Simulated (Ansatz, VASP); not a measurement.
# Two plane-wave programs on ZnO

Contents of INCAR:

```
SYSTEM = ZnO
PREC = Accurate
ENCUT = 520
EDIFF = 1E-6
ISMEAR = 0
SIGMA = 0.05
LREAL = .FALSE.
LASPH = .TRUE.
NELM = 100
ALGO = Normal
ISIF = 2
LWAVE = .FALSE.
LCHARG = .TRUE.
GGA = PS
LELF = .TRUE.
LVHAR = .TRUE.
NBANDS = 26
```

Contents of KPOINTS:

```
regular mesh
0
G
  9 9 6
  0 0 0
```

POSCAR

```
ZnO
1.0
    3.2309318303      0.0000000000      0.0000000000
   -1.6154659151      2.7980690429      0.0000000000
    0.0000000000      0.0000000000      5.2153681419
Zn O
2 2
Direct
    0.3333333333      0.6666666667      0.0015754469
    0.6666666667      0.3333333333      0.5015754469
    0.3333333333      0.6666666667      0.3503636909
    0.6666666667      0.3333333333      0.8503636909
```

Input for Ansatz:

```yaml
crystal:
  lattice:
    - [3.2309318303, 0.0, 0.0]
    - [-1.6154659151, 2.7980690429, 0.0]
    - [0.0, 0.0, 5.2153681419]
  atoms:
    - { symbol: Zn, position: [0.3333333333, 0.6666666667, 0.0015754469] }
    - { symbol: Zn, position: [0.6666666667, 0.3333333333, 0.5015754469] }
    - { symbol: O, position: [0.3333333333, 0.6666666667, 0.3503636909] }
    - { symbol: O, position: [0.6666666667, 0.3333333333, 0.8503636909] }
basis:
  ecutwfc: 520.0
kpoints:
  mp_grid: { grid: [9, 9, 6] }
hamiltonian:
  xc: pbesol
  pseudopotentials: { kind: paw, azcp: { folder: soft_1 } }
scf:
  occupations: { method: gaussian, width: 0.05 }
output:
  forces: true
  stress: true
  eigenvalues: true
```

Alike in both runs: task single point; functional PBEsol; k mesh 9 × 9 × 6; occupations gaussian, width 0.05 eV; no spin polarisation.

|  | VASP | Ansatz |
| --- | --- | --- |
| version | VASP 6.6.1 | Ansatz 0.2.0 |
| potentials or method | VASP PAW PBE potentials, release 64 (Zn, O), cutoff 520 eV | scalar-relativistic, plane waves, PAW |
| valence electrons in the cell | 36 | 36 |

```tsv
	VASP	Ansatz	Ansatz less VASP
gap on the k mesh at the Fermi level (eV)	0.80	0.81	+0.010
least direct gap on the mesh (eV)	0.80	0.81	+0.010
pressure (GPa)	3.4	2.4	-0.97
traceless stress, the component that is largest in VASP (GPa)	14.44	13.71	-0.732
rms of the force components (eV/Å)	1.018	0.980	-0.0384
```

VASP's potentials were made for PBE, not for PBEsol, and Ansatz warns of the same on its side. Atom by atom the forces differ by 0.038 eV/Å (rms over components). The functional is the same, so the differences come from potentials, cutoffs and numerics.
